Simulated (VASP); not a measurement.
A run of VASP 6.6.1 is set up as follows.

Contents of INCAR:

```
  PREC = Accurate
  ENCUT = 520
  EDIFF = 1E-6
  ISMEAR = 0
  SIGMA = 0.15
  LREAL = False
  LASPH = True
  NELM = 60
  ALGO = Normal
  ISIF = 2
  LWAVE = False
  LCHARG = False
  GGA = PS
  NBANDS = 36
```

The input KPOINTS:

```
regular mesh
0
Gamma
  12 12 8
```

The input POSCAR:

```
Ge
1.0
    3.4932886429      0.0000000000      0.0000000000
   -1.7466443215      3.0252767075      0.0000000000
    0.0000000000      0.0000000000      5.7493951291
Ge
4
Direct
    0.0000000000      0.0000000000      0.0711500000
    0.0000000000      0.0000000000      0.5711500000
    0.3333333333      0.6666666667      0.8211500000
    0.6666666667      0.3333333333      0.3211500000
```

Potentials or basis: VASP PAW PBE potentials, release 64 (Ge_d).

Launch:

```bash
$ cat potpaw_PBE.64/Ge_d/POTCAR > POTCAR
$ mpirun -np 1 vasp_std > vasp.out
```

(1) Predict the pressure.

(2) Estimate the band gap on the k mesh.

Results:

(1) 32.5 GPa.

(2) zero (bands 28 and 29 overlap by 5.40 eV).

Caveat: the cell differs from its parent crystal (strain -0.080 along x and y, -0.080 along z); the cell stands under pressure; the PAW data sets were made with another functional, which shifts forces and pressure a little.
